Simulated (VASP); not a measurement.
# CaO: single point with PBE+D3(BJ)

The system is CaO.

```xyz
4
Lattice="3.9920 0.0000 0.0000 -1.9960 3.4572 0.0000 0.0000 0.0000 4.7848" Properties=species:S:1:pos:R:3 pbc="T T T"
Ca    0.0000    2.3048    3.5886
Ca    1.9960    1.1524    1.1962
O     0.0000    2.3048    1.1962
O     1.9960    1.1524    3.5886
```

* Program: VASP 6.6.1
* Task: single point
* Functional: PBE
* Dispersion: D3(BJ)
* Potentials or basis: VASP PAW PBE potentials, release 64 (Ca_sv, O)
* Cutoff: 600 eV
* k mesh: 6 × 6 × 4
* Occupations: gaussian, width 0.1 eV
* Spin: no spin polarisation
* Dipole correction: no
* Further INCAR settings: ALGO = Normal; EDIFF = 1e-06; NBANDS = 24

```json
{"Pressure": "-0.9 GPa", "Band gap on the k mesh": "3.16 eV", "Dispersion energy per atom": "-0.227 eV"}
```

Stress tensor (GPa, compression positive):
```
-1.04  0.00  0.00
 0.00 -1.04  0.00
 0.00  0.00 -0.63
```

Levels at points of the mesh, in eV from the valence-band top:
| k point | band 14 | band 15 | band 16 | band 17 | band 18 | band 19 |
| --- | --- | --- | --- | --- | --- | --- |
| (0.00, 0.00, 0.00) | -1.15 | -1.09 | 0.00 | 3.16 | 6.13 | 6.13 |
| (0.50, 0.00, 0.00) | -0.84 | -0.60 | -0.39 | 4.68 | 5.25 | 5.26 |
| (0.00, 0.00, 0.50) | -1.29 | -1.29 | -1.29 | 4.97 | 4.97 | 7.76 |
| (0.50, 0.00, 0.50) | -1.06 | -0.76 | -0.76 | 5.35 | 5.35 | 7.31 |

Wall time 32 s on 1 thread of Intel Xeon 8259CL, on a shared host, peak memory 0.22 GiB.
